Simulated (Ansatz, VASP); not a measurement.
# Two plane-wave programs on BN

POSCAR

```
BN
1.0
    2.5691385665      0.0000000000      0.0000000000
   -1.2845692832      2.2249392645      0.0000000000
    0.0000000000      0.0000000000      4.2494810440
B N
2 2
Direct
    0.6666666667      0.3333333333      0.0002035746
    0.3333333333      0.6666666667      0.5002035746
    0.6666666667      0.3333333333      0.3747964254
    0.3333333333      0.6666666667      0.8747964254
```

The input INCAR.step1:

```
SYSTEM = BN
ALGO = Normal
EDIFF = 1E-5
ENCUT = 1460
GGA = PE
GGA_COMPAT = .FALSE.
ISMEAR = 0
LASPH = .TRUE.
LCHARG = .FALSE.
LREAL = .FALSE.
LWAVE = .TRUE.
NBANDS = 16
NELM = 120
PREC = Accurate
SIGMA = 0.01
```

The input INCAR.step2:

```
SYSTEM = BN
ALGO = Normal
EDIFF = 1E-6
ENCUT = 1460
GGA_COMPAT = .FALSE.
ISIF = 2
ISMEAR = 0
ISTART = 1
LASPH = .TRUE.
LCHARG = .TRUE.
LELF = .TRUE.
LMIXTAU = .TRUE.
LREAL = .FALSE.
LVHAR = .TRUE.
LWAVE = .FALSE.
METAGGA = R2SCAN
NBANDS = 16
NELM = 120
PREC = Accurate
SIGMA = 0.01
```

KPOINTS

```
k-points
0
G
  9 9 6
  0 0 0
```

Input for Ansatz:

```yaml
crystal:
  lattice:
    - [2.5691385665, 0.0, 0.0]
    - [-1.2845692832, 2.2249392645, 0.0]
    - [0.0, 0.0, 4.249481044]
  atoms:
    - { symbol: B, position: [0.6666666667, 0.3333333333, 0.0002035746] }
    - { symbol: B, position: [0.3333333333, 0.6666666667, 0.5002035746] }
    - { symbol: "N", position: [0.6666666667, 0.3333333333, 0.3747964254] }
    - { symbol: "N", position: [0.3333333333, 0.6666666667, 0.8747964254] }
kpoints:
  mp_grid: { grid: [9, 9, 6] }
hamiltonian:
  xc: r2scan
scf:
  occupations: { method: fixed }
  n_extra_bands: 5
output:
  forces: true
  stress: true
  eigenvalues: true
```

Alike in both runs: task single point; functional r2SCAN; k mesh 9 × 9 × 6; no spin polarisation.

|  | VASP | Ansatz |
| --- | --- | --- |
| version | VASP 6.6.1 | Ansatz 0.2.0 |
| potentials or method | VASP PAW PBE potentials, release 64 (B_h, N_h) | plane waves, PAW |
| plane-wave cutoff (eV) | 1460 | 500 |
| occupations | gaussian, width 0.01 eV | fixed |
| valence electrons in the cell | 16 | 16 |

```csv
,VASP,Ansatz,Ansatz less VASP
gap on the k mesh at the Fermi level (eV),5.77,5.79,+0.016
pressure (GPa),-11.4,-11.0,+0.41
"traceless stress, the component that is largest in VASP (GPa)",-0.08,-0.09,-0.019
rms of the force components (eV/Å),0.013,0.013,+0.0008
```

VASP's potentials were made for PBE, not for r2SCAN. Atom by atom the forces differ by 0.001 eV/Å (rms over components).
